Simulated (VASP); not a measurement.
# BaH4 (R-3m) in VASP: notebook

The runs below take BaH4 through single point, with PBE.

Program: VASP 6.6.1. These are calculated values, not measurements. Logs are shortened: lines on timing, memory, paths and dates and some standing lists are left out, and cuts for length are marked.

### 1 The cell of the first run

The structure is trigonal, space group R-3m (No. 166). Conventional cell: a = 4.669 Å, b = 4.669 Å, c = 10.828 Å, α = 90.00°, β = 90.00°, γ = 120.00°. Within 3.7 Å of Ba (site symmetry -3m) lie 20 H at 2.80 to 3.47 Å. H (site symmetry 3m) has 11 H at 2.23 to 3.15 Å and 4 Ba at 2.80 to 2.82 Å within 3.2 Å. Within 1.0 Å of H (site symmetry 3m) lie 1 H at 0.77 Å.

### 2 Single point, PBE (13.63 Å³/atom)

File INCAR:

```
ALGO = Normal
EDIFF = 1E-7
ENCUT = 520
GGA = PE
ISIF = 2
ISMEAR = 0
LASPH = True
LCHARG = False
LREAL = False
LWAVE = False
NBANDS = 15
NELM = 100
PREC = Accurate
SIGMA = 0.02
```

File KPOINTS:

```
k-points
0
Gamma
  6 6 6
```

File POSCAR:

```
BaH4
1.0
    2.3345340568      1.3478438661      3.6093593625
   -2.3345340568      1.3478438661      3.6093593625
    0.0000000000     -2.6956877323      3.6093593625
Ba H
1 4
Direct
    0.0000000000      0.0000000000      0.0000000000
    0.7416934646      0.7416934646      0.7416934646
    0.2583065354      0.2583065354      0.2583065354
    0.4645166460      0.4645166460      0.4645166460
    0.5354833540      0.5354833540      0.5354833540
```

Potentials or basis: VASP PAW PBE potentials, release 64 (Ba_sv, H).

The run is started by

```bash
cat potpaw_PBE.64/Ba_sv/POTCAR potpaw_PBE.64/H/POTCAR > POTCAR
mpirun -np 1 vasp_std > vasp.out
```

OUTCAR:

```text
EDIFF = 1E-7
   ENCUT = 520
   GGA = PE
   ISIF = 2
   ISMEAR = 0
   LASPH = True
   LREAL = False
   NELM = 100
   PREC = Accurate

 ion  position               nearest neighbor table
   1  0.000  0.000  0.000-   2 2.80   3 2.80   2 2.82   2 2.82   3 2.82   3 2.82   2 2.82   3 2.82

   2  0.742  0.742  0.742-   1 2.80   1 2.82   1 2.82   1 2.82
   3  0.258  0.258  0.258-   1 2.80   1 2.82   1 2.82   1 2.82
   4  0.465  0.465  0.465-   5 0.77
   5  0.535  0.535  0.535-   4 0.77

  LATTYP: Found a trigonal (rhomboedric) cell.
 ALAT       =     4.5049092507
 COS(alpha) =     0.4628960702

  Lattice vectors:

 A1 = (   2.3345340568,   1.3478438661,   3.6093593625)
 A2 = (  -2.3345340568,   1.3478438661,   3.6093593625)
 A3 = (   0.0000000000,  -2.6956877323,   3.6093593625)

Analysis of symmetry for initial positions (statically):
=====================================================================
 Subroutine PRICEL returns:
 Original cell was already a primitive cell.

 Routine SETGRP: Setting up the symmetry group for a
 trigonal (rhombohedral) supercell.

 Subroutine GETGRP returns: Found 12 space group operations
 (whereof 12 operations were pure point group operations)
 out of a pool of 12 trial point group operations.

The static configuration has the point symmetry D_3d.

Analysis of symmetry for dynamics (positions and initial velocities):
=====================================================================
 Subroutine PRICEL returns:
 Original cell was already a primitive cell.

 Routine SETGRP: Setting up the symmetry group for a
 trigonal (rhombohedral) supercell.

 Subroutine GETGRP returns: Found 12 space group operations
 (whereof 12 operations were pure point group operations)
 out of a pool of 12 trial point group operations.

The dynamic configuration has the point symmetry D_3d.

 Subroutine INISYM returns: Found 12 space group operations
 (whereof 12 operations are pure point group operations),
 and found     1 'primitive' translations

----------------------------------------------------------------------------------------

                                     Primitive cell

  volume of cell :      68.1430

  direct lattice vectors                    reciprocal lattice vectors
     2.334534057  1.347843866  3.609359362     0.214175500  0.123654283  0.092352492
    -2.334534057  1.347843866  3.609359362    -0.214175500  0.123654283  0.092352492
     0.000000000 -2.695687732  3.609359362     0.000000000 -0.247308566  0.092352492

  length of vectors
     4.504909251  4.504909251  4.504909251     0.263989601  0.263989601  0.263989601

  position of ions in fractional coordinates (direct lattice)
     0.000000000  0.000000000  0.000000000
     0.741693465  0.741693465  0.741693465
     0.258306535  0.258306535  0.258306535
     0.464516646  0.464516646  0.464516646
     0.535483354  0.535483354  0.535483354

  ion indices of the primitive-cell ions
   primitive index   ion index
                 1           1
                 2           2
                 3           3
                 4           4
                 5           5

----------------------------------------------------------------------------------------

 KPOINTS: k-points

Automatic generation of k-mesh.
 Grid dimensions read from file:
 generate k-points for:    6    6    6

 Generating k-lattice:

  Cartesian coordinates                     Fractional coordinates (reciprocal lattice)
     0.035695917  0.020609047  0.015392082     0.166666667  0.000000000  0.000000000
    -0.035695917  0.020609047  0.015392082     0.000000000  0.166666667  0.000000000
     0.000000000 -0.041218094  0.015392082     0.000000000  0.000000000  0.166666667

  Length of vectors
     0.043998267  0.043998267  0.043998267

  Shift w.r.t. Gamma in fractional coordinates (k-lattice)
     0.000000000  0.000000000  0.000000000

 Subroutine IBZKPT returns following result:
 ===========================================

 Found     32 irreducible k-points:

 Following reciprocal coordinates:
            Coordinates               Weight
  0.000000  0.000000  0.000000      1.000000
  0.166667 -0.000000 -0.000000      6.000000
  0.333333 -0.000000 -0.000000      6.000000
  0.500000 -0.000000  0.000000      3.000000
  0.166667  0.166667 -0.000000      6.000000
  0.333333  0.166667  0.000000     12.000000
[... 16 lines left out ...]
  0.500000  0.500000  0.166667      6.000000
 -0.333333  0.500000  0.166667     12.000000
 [... further k-points ...]
   k-points           NKPTS =     32   k-points in BZ     NKDIM =     32   number of bands    NBANDS=     15
   number of dos      NEDOS =    301   number of ions     NIONS =      5
   total plane-waves  NPLWV =  46656
   dimension x,y,z NGX =    36 NGY =   36 NGZ =   36
   dimension x,y,z NGXF=    72 NGYF=   72 NGZF=   72
   ions per type =               1   4
   NGX,Y,Z   is equivalent  to a cutoff of  13.29, 13.29, 13.29 a.u.
   NGXF,Y,Z  is equivalent  to a cutoff of  26.57, 26.57, 26.57 a.u.
 SYSTEM =  unknown system
   PREC   = accura    normal or accurate (medium, high low for compatibility)
   ISTART =      0    job   : 0-new  1-cont  2-samecut
   ICHARG =      2    charge: 1-file 2-atom 10-const
   ISPIN  =      1    spin polarized calculation?
   LNONCOLLINEAR =      F non collinear calculations
   LSORBIT =      F    spin-orbit coupling
   LASPH  =      T    aspherical Exc in radial PAW
   ENCUT  =  520.0 eV  38.22 Ry    6.18 a.u.   8.38  8.38  8.38*2*pi/ulx,y,z
   NELM   =    100;   NELMIN=  2; NELMDL= -5     # of ELM steps
   EDIFF  = 0.1E-06   stopping-criterion for ELM
   LREAL  =      F    real-space projection
   EDIFFG = 0.1E-05   stopping-criterion for IOM
   NSW    =      0    number of steps for IOM
   IBRION =     -1    ionic relax: 0-MD 1-quasi-New 2-CG
   NFREE  =      0    steps in history (QN), initial steepest desc. (CG)
   ISIF   =      2    stress and relaxation
   ISYM   =      2    0-nonsym 1-usesym 2-fastsym
   POTIM  = 0.5000    time-step for ionic-motion
   TEBEG  =    0.0;   TEEND  =   0.0 temperature during run
   PSTRESS=    0.0 pullay stress
   NELECT =      14.0000    total number of electrons
   NUPDOWN=      -1.0000    fix difference up-down
   EMIN   =  10.00;   EMAX   =-10.00  energy-range for DOS
   EFERMI =   0.00;   METHOD = LEGACY
   ISMEAR =     0;   SIGMA  =   0.02  broadening in eV -4-tet -1-fermi 0-gaus
   EFERMI_NEDOS =   21; number of points for ismear=-14 and -15
   IALGO  =     38    algorithm
   IMIX   =      4    mixing-type and parameters
     AMIX     =   0.40;   BMIX     =  1.00
     AMIX_MAG =   1.60;   BMIX_MAG =  1.00
  volume/ion in A,a.u.               =      13.63        91.97
  Fermi-wavevector in a.u.,A,eV,Ry     =   0.966000  1.825475 12.696358  0.933156
  Thomas-Fermi vector in A             =   2.095764
   LORBIT       =      0    0 simple, 1 ext, 2 COOP (PROOUT), +10 PAW based schemes
   GGA     = PE    functional components
   LHFCALC =     F    Hartree Fock is set to
   AEXX    =    0.0000 exact exchange contribution
   IVDW    =     0    specifies the selected vdW correction
   LEPSILON=     F    determine dielectric tensor
   LRPA    =     F    only Hartree local field effects (RPA)
 non-spin polarized calculation
 Gauss-broadening in eV      SIGMA  =   0.02
  energy-cutoff  :      520.00
  volume of cell :       68.14
 maximum number of plane-waves:      1850
 NGX is ok and might be reduce to    36
   NGX = 17   NGY = 17   NGZ = 17

 number of electron      14.0000000 magnetization

 Free energy of the ion-electron system (eV)
  ---------------------------------------------------
  ext. energy  EPLUGINS =         0.00000000
  ---------------------------------------------------
  free energy    TOTEN  =       -16.77915274 eV

  energy without entropy =      -16.77915274  energy(sigma->0) =      -16.77915274

 E-fermi :   0.5082     XC(G=0):  -8.2075

 val. band max:        0.3210024021   @ k =   0.0000   0.0000   0.0000
 cond. band min:       2.8337231268   @ k =   0.5000  -0.0000   0.0000
 fundamental gap:      2.5127207248
 Fermi energy:         0.5082264166

 k-point     1 :       0.0000    0.0000    0.0000
  band No.  band energies     occupation
      1     -26.6477      2.00000
      2     -11.6638      2.00000
      3     -11.6638      2.00000
      4     -11.6436      2.00000
      5      -7.2040      2.00000
      6      -1.3814      2.00000
      7       0.3210      2.00000
      8       3.4438      0.00000
      9       3.4438      0.00000
     10       3.8357      0.00000
     11       5.2840      0.00000
     12       5.2840      0.00000
     13       5.9062      0.00000
     14       8.2663      0.00000
     15       8.2663      0.00000

 k-point     2 :       0.1667   -0.0000   -0.0000
  band No.  band energies     occupation
      1     -26.6397      2.00000
      2     -11.8066      2.00000
      3     -11.6731      2.00000
      4     -11.6590      2.00000
      5      -7.0028      2.00000
      6      -1.4284      2.00000
      7      -0.1963      2.00000
      8       3.5834      0.00000
      9       3.7132      0.00000
     10       4.4281      0.00000
     11       4.7921      0.00000
     12       4.9110      0.00000
     13       7.3847      0.00000
     14       8.9556      0.00000
     15       9.4068      0.00000

 k-point     3 :       0.3333   -0.0000   -0.0000
  band No.  band energies     occupation
      1     -26.6238      2.00000
      2     -12.0672      2.00000
      3     -11.6916      2.00000
      4     -11.6846      2.00000
      5      -6.6339      2.00000
      6      -1.8250      2.00000
      7      -0.3617      2.00000
      8       3.0976      0.00000
      9       3.4054      0.00000
     10       5.3261      0.00000
     11       5.4693      0.00000
     12       6.5996      0.00000
     13       7.6489      0.00000
     14       9.5251      0.00000
     15      10.5397      0.00000

 k-point     4 :       0.5000   -0.0000    0.0000
  band No.  band energies     occupation
      1     -26.6158      2.00000
      2     -12.1860      2.00000
      3     -11.7008      2.00000
      4     -11.6971      2.00000
      5      -6.4619      2.00000
      6      -2.1163      2.00000
      7      -0.1653      2.00000
      8       2.8337      0.00000
      9       3.2090      0.00000
     10       6.0800      0.00000
     11       6.0974      0.00000
     12       6.8273      0.00000
     13       8.5886      0.00000
     14       9.1456      0.00000
     15       9.4736      0.00000
[... 307 lines left out ...]
 k-point    22 :      -0.1667    0.3333    0.1667
  band No.  band energies     occupation
      1     -26.6126      2.00000
      2     -12.0282      2.00000
      3     -11.8372      2.00000
      4     -11.7452      2.00000
      5      -6.6557      2.00000
      6      -1.2744      2.00000
      7      -1.0939      2.00000
      8       3.4531      0.00000
      9       4.5007      0.00000
     10       5.0310      0.00000
     11       6.3601      0.00000
     12       6.8284      0.00000
     13       7.2906      0.00000
     14       8.1217      0.00000
     15       9.9813      0.00000

 k-point    23 :       0.5000    0.5000    0.1667
  band No.  band energies     occupation
      1     -26.6038      2.00000
      2     -12.0743      2.00000
      3     -11.8261      2.00000
      4     -11.7938      2.00000
      5      -6.7197      2.00000
      6      -1.5375      2.00000
      7      -0.9867      2.00000
      8       4.1372      0.00000
      9       4.5656      0.00000
     10       5.3740      0.00000
     11       6.6980      0.00000
     12       6.9164      0.00000
     13       8.0342      0.00000
     14       8.1071      0.00000
     15       8.5508      0.00000

 k-point    24 :      -0.3333    0.5000    0.1667
  band No.  band energies     occupation
      1     -26.6026      2.00000
      2     -12.0330      2.00000
      3     -11.8781      2.00000
      4     -11.8221      2.00000
      5      -6.7053      2.00000
      6      -1.4033      2.00000
      7      -0.9699      2.00000
      8       3.4978      0.00000
      9       5.1040      0.00000
     10       5.9189      0.00000
     11       6.6095      0.00000
     12       6.7815      0.00000
     13       7.2998      0.00000
     14       8.4157      0.00000
     15       8.7982      0.00000

 [... further k-points ...]

------------------------ aborting loop because EDIFF is reached ----------------------------------------

  FORCE on cell =-STRESS in cart. coord.  units (eV):
  Direction    XX          YY          ZZ          XY          YZ          ZX
  --------------------------------------------------------------------------------------
  -------------------------------------------------------------------------------------
  Total       -0.5089938     -0.5089938     -0.4911526     -0.0000000      0.0000000      0.0000000
  in kB      -11.9674580    -11.9674580    -11.5479755     -0.0000000      0.0000000      0.0000000
  external PRESSURE =     -11.8276305 kB  Pullay stress =       0.0000000 kB

 VOLUME and BASIS-vectors are now :
 -----------------------------------------------------------------------------
  energy-cutoff  :      520.00
  volume of cell :       68.14
      direct lattice vectors                 reciprocal lattice vectors
     2.334534057  1.347843866  3.609359362     0.214175500  0.123654283  0.092352492
    -2.334534057  1.347843866  3.609359362    -0.214175500  0.123654283  0.092352492
     0.000000000 -2.695687732  3.609359362     0.000000000 -0.247308566  0.092352492

 POSITION                                       TOTAL-FORCE (eV/Angst)
 -----------------------------------------------------------------------------------
      0.00000      0.00000      0.00000         0.000000      0.000000     -0.000000
      0.00000     -0.00000      8.03111         0.000000     -0.000000      0.001355
      0.00000     -0.00000      2.79696         0.000000      0.000000     -0.001355
      0.00000     -0.00000      5.02982         0.000000     -0.000000      0.015671
      0.00000     -0.00000      5.79826         0.000000      0.000000     -0.015671
 -----------------------------------------------------------------------------------
    total drift:                               -0.000000     -0.000000     -0.000000

  FREE ENERGIE OF THE ION-ELECTRON SYSTEM (eV)
  ---------------------------------------------------
  free  energy   TOTEN  =       -16.7791527386 eV

  energy  without entropy=      -16.7791527386  energy(sigma->0) =      -16.77915274
```

Run time: 20 s. Hardware: 1 thread of AMD EPYC 9R45 (Zen 5), shared host; peak memory 0.18 GiB.

Results:

| Quantity | Value |
| --- | --- |
| Free energy | -16.7792 eV |
| Pressure | -1.2 GPa |
| Largest force | 0.016 eV/Å |
| Band gap on the k mesh | 2.51 eV (least direct gap 3.00 eV) |

Forces in eV/Å, atoms in the order of the input:
```
Ba   0.000  0.000  0.000
H    0.000  0.000  0.001
H    0.000  0.000 -0.001
H    0.000  0.000  0.016
H    0.000  0.000 -0.016
```

Caveat: spin-orbit coupling is left out, which moves the levels of the heavy elements. A k mesh can miss the band edges.

### 3 Single point, PBE (14.14 Å³/atom)

This run uses another cell than the first one, of 14.14 Å³/atom.

File INCAR:

```
SYSTEM = BaH4
PREC = Accurate
ENCUT = 520
EDIFF = 1E-6
ISMEAR = 0
SIGMA = 0.02
LREAL = .False.
LASPH = .True.
NELM = 100
ALGO = Normal
ISIF = 2
LWAVE = .False.
LCHARG = .False.
GGA = PE
NBANDS = 15
```

File KPOINTS:

```
regular mesh
0
Gamma
  6 6 6
  0 0 0
```

File POSCAR:

```
BaH4
1.0
    2.3624637933      1.3639691070      3.6575228621
   -2.3624637933      1.3639691070      3.6575228621
    0.0000000000     -2.7279382140      3.6575228621
Ba H
1 4
Direct
    0.0000000000      0.0000000000      0.0000000000
    0.7423383899      0.7423383899      0.7423383899
    0.2576616101      0.2576616101      0.2576616101
    0.4650390403      0.4650390403      0.4650390403
    0.5349609597      0.5349609597      0.5349609597
```

Potentials or basis: VASP PAW PBE potentials, release 64 (Ba_sv, H).

The run is started by

```bash
cat potpaw_PBE.64/Ba_sv/POTCAR potpaw_PBE.64/H/POTCAR > POTCAR
mpirun -np 1 vasp_std > vasp.out
```

Run time: 20 s. Hardware: 1 thread of AMD EPYC 9R45 (Zen 5), shared host; peak memory 0.18 GiB.

The run converged. Its results:

```yaml
Free_energy: -16.7557 eV
Pressure: -2.0 GPa
Largest_force: 0.015 eV/Å
Band_gap_on_the_k_mesh: 2.52 eV (least direct gap 3.05 eV)
```

Forces on the atoms (eV/Å):
```
Ba   0.000  0.000  0.000
H    0.000  0.000  0.001
H    0.000  0.000 -0.001
H    0.000  0.000  0.015
H    0.000  0.000 -0.015
```

Levels at points of the mesh, in eV from the valence-band top:
```
           k point  band 5  band 6  band 7  band 8  band 9  band 10
(0.00, 0.00, 0.00)   -7.44   -1.74    0.00    3.10    3.10     3.47
(0.50, 0.00, 0.00)   -6.78   -2.36   -0.53    2.52    2.88     5.62
(0.50, 0.50, 0.00)   -7.07   -1.79   -1.18    3.96    4.88     5.62
(0.50, 0.50, 0.50)   -6.75   -2.70   -0.54    2.77    2.77     5.61
```

Caveat: spin-orbit coupling is left out, which moves the levels of the heavy elements. A k mesh can miss the band edges.
